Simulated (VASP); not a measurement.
Wanted: the native input for a VASP 6.6.1 run.

```
Task                   : single point
Functional             : PBE
Potentials or basis    : VASP PAW PBE potentials, release 64 (B, N)
Cutoff                 : 520 eV
k mesh                 : 12 × 12 × 12
Occupations            : gaussian, width 0.02 eV
Spin                   : no spin polarisation
Dipole correction      : no
Further INCAR settings : ALGO = Normal; EDIFF = 1e-06; NBANDS = 11
```

The structure of BN lies in POSCAR:

```
BN
1.0
    1.2506588681      0.7220682342      3.5740624818
   -1.2506588681      0.7220682342      3.5740624818
    0.0000000000     -1.4441364684      3.5740624818
B N
1 1
Direct
    0.9848473125      0.9848473125      0.9848473125
    0.3475856875      0.3475856875      0.3475856875
```

This cell differs from its parent crystal: strained and its atoms moved.

One way to write it, as run:

INCAR

```
SYSTEM = BN
ALGO = Normal
EDIFF = 1E-6
ENCUT = 520
GGA = PE
ISIF = 2
ISMEAR = 0
LASPH = .TRUE.
LCHARG = .FALSE.
LREAL = .FALSE.
LWAVE = .FALSE.
NBANDS = 11
NELM = 80
PREC = Accurate
SIGMA = 0.02
```

KPOINTS

```
k-points
0
G
  12 12 12
  0 0 0
```

Potentials or basis: VASP PAW PBE potentials, release 64 (B, N).

The run is started by

```bash
$ cat potpaw_PBE.64/B/POTCAR potpaw_PBE.64/N/POTCAR > POTCAR
$ mpirun -np 1 vasp_std > vasp.out
```

Results of the run:

```yaml
Pressure: -2.5 GPa
Largest_force: 4.224 eV/Å
Band_gap_on_the_k_mesh: 3.60 eV, indirect (least direct gap 4.12 eV)
```

Caveat: the cell differs from its parent crystal (strained and its atoms moved); forces of over 1 eV/Å act on the atoms, so gaps and moduli don't describe the material at rest.

Wall time 47 s on 1 thread of Intel(R) Xeon(R) Platinum 8559C (Emerald Rapids), with other jobs on the host, peak memory 0.18 GiB.
